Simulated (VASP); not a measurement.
Input of a VASP 6.6.1 run:

Contents of INCAR:

```
ALGO     = Normal         # electronic algorithm
EDIFF    = 1E-7           # SCF threshold, eV
ENCUT    = 520            # plane-wave cutoff, eV
GGA      = PE             # functional
ISIF     = 2              # what is computed and relaxed
ISMEAR   = -1             # smearing method
LASPH    = T              # aspherical terms in the spheres
LCHARG   = F              # write CHGCAR
LDAU     = T              # DFT+U
LDAUJ    = 0 0          
LDAUL    = 2 -1           # shell
LDAUPRINT= 1            
LDAUTYPE = 2            
LDAUU    = 4 0            # U, eV
LMAXMIX  = 4              # l up to which the mixer works
LREAL    = F              # projectors in reciprocal space
LWAVE    = F              # write WAVECAR
NBANDS   = 15             # bands
NELM     = 150            # most SCF steps
PREC     = Accurate       # precision mode
SIGMA    = 0.05           # smearing width, eV
```

The input KPOINTS:

```
k-points
0
Gamma
  10 10 9
```

File POSCAR:

```
TaN
1.0
    2.9648209376     -0.0000000029      0.0000000000
   -1.4824104663      2.5676102511      0.0000000000
    0.0000000000      0.0000000000      2.9017967996
Ta N
1 1
Direct
    0.3333333333      0.6666666667      0.5000000000
    0.0000000000      0.0000000000      0.0000000000
```

Potentials or basis: VASP PAW PBE potentials, release 64 (Ta_pv, N).

Command:

```console
$ cat potpaw_PBE.64/Ta_pv/POTCAR potpaw_PBE.64/N/POTCAR > POTCAR
$ mpirun -np 1 vasp_std > vasp.out
```

Predict the pressure.

9.2 GPa.

Estimate the band gap on the k mesh.

zero (band 8 reaches 8.90 eV, above the bottom of band 9 at 8.58 eV).

Stress tensor (GPa, compression positive):
```
 8.08  0.00  0.00
 0.00  8.08  0.00
 0.00  0.00 11.48
```

Caveat: spin-orbit coupling is left out, which moves the levels of the heavy elements; U without spin polarisation on a metal has little footing.
